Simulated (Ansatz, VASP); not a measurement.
## One calculation of V, two programs

Contents of INCAR:

```
PREC = Accurate
ENCUT = 520
EDIFF = 1E-8
ISMEAR = -1
SIGMA = 0.03
LREAL = F
LASPH = T
NELM = 150
ALGO = Normal
ISIF = 2
LWAVE = F
LCHARG = F
ISPIN = 2
MAGMOM = 1.5
LORBIT = 11
LMAXMIX = 4
GGA = PE
LEFG = T
NBANDS = 16
```

File KPOINTS:

```
Automatic mesh
0
Gamma
  19 19 19
```

The input POSCAR:

```
V
1.0
   -1.5329101780      1.5329101780      1.5329101780
    1.5329101780     -1.5329101780      1.5329101780
    1.5329101780      1.5329101780     -1.5329101780
V
1
Direct
    0.0000000000      0.0000000000      0.0000000000
```

Input for Ansatz:

```yaml
crystal:
  lattice:
    - [-1.532910178, 1.532910178, 1.532910178]
    - [1.532910178, -1.532910178, 1.532910178]
    - [1.532910178, 1.532910178, -1.532910178]
  atoms:
    - { symbol: V, position: [0.0, 0.0, 0.0], spin: 1.5 }
magnetization:
  spin_polarized: true
kpoints:
  mp_grid: { grid: [19, 19, 19] }
scf:
  occupations: { method: fermi_dirac, width: 0.03 }
hamiltonian:
  xc: pbe
  pseudopotentials: { kind: paw }
output:
  forces: true
  stress: true
  eigenvalues: true
  efg: { contact_densities: true }
  write_density: true
  write_potential: true
  elf: true
  volumetric_format: npy
```

Change from the starting cell: volume scaled by 1.04, PAW files.

Alike in both runs: task electric field gradients; functional PBE; k mesh 19 × 19 × 19; occupations fermi-dirac, width 0.03 eV; collinear spin.

|  | VASP | Ansatz |
| --- | --- | --- |
| version | VASP 6.6.1 | Ansatz 0.2.0 |
| potentials or method | VASP PAW PBE potentials, release 64 (V_sv) | PAW with Ansatz's default frozen-core files, scalar-relativistic |
| plane-wave cutoff (eV) | 520 | 420 |
| valence electrons in the cell | 13 | 13 |

|  | VASP | Ansatz | Ansatz less VASP |
| --- | --- | --- | --- |
| pressure (GPa) | -10.8 | -11.0 | -0.18 |
| net moment per atom (μB) | 0.00 | 0.00 | 0.000 |

Ansatz's warnings: seeded moment not kept.
